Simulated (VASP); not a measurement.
Wanted: the native input for a VASP 6.6.1 run.

* Task: single point
* Functional: PBE
* Potentials or basis: VASP PAW PBE potentials, release 64 (Sr_sv, Ti_sv, O)
* Cutoff: 600 eV
* k mesh: 8 × 8 × 8
* Occupations: gaussian, width 0.02 eV
* Spin: no spin polarisation
* Dipole correction: no
* Further INCAR settings: ALGO = Normal; EDIFF = 1e-06; NBANDS = 28

The structure of SrTiO3 lies in POSCAR:

```
SrTiO3
1.0
    3.8965907040      0.0000000000      0.0000000000
    0.0000000000      3.8965907040      0.0000000000
    0.0000000000      0.0000000000      3.8965907040
Sr Ti O
1 1 3
Direct
    0.5000000000      0.5000000000      0.5000000000
    0.0000000000      0.0000000000      0.0000000000
    0.5000000000      0.0000000000      0.0000000000
    0.0000000000      0.5000000000      0.0000000000
    0.0000000000      0.0000000000      0.5000000000
```

One way to write it, as run:

INCAR

```
ALGO = Normal ; EDIFF = 1E-6
ENCUT = 600 ; GGA = PE
GGA_COMPAT = False ; ISIF = 2
ISMEAR = 0 ; LASPH = True
LCHARG = False ; LREAL = False
LWAVE = False ; NBANDS = 28
NELM = 120 ; PREC = Accurate
SIGMA = 0.02
```

KPOINTS

```
k-points
0
Gamma
  8 8 8
```

Potentials or basis: VASP PAW PBE potentials, release 64 (Sr_sv, Ti_sv, O).

The run is started by

```sh
$ cat potpaw_PBE.64/Sr_sv/POTCAR potpaw_PBE.64/Ti_sv/POTCAR potpaw_PBE.64/O/POTCAR > POTCAR
$ mpirun -np 1 vasp_std > vasp.out
```

Results of the run:

```yaml
Pressure: 6.0 GPa
Band_gap_on_the_k_mesh: 1.87 eV (least direct gap 2.22 eV)
```

Caveat: the cell stands under pressure.

Run time: 30 s on 1 thread of Intel(R) Xeon(R) 6975P-C (Granite Rapids) (shared host), peak memory 0.22 GiB.
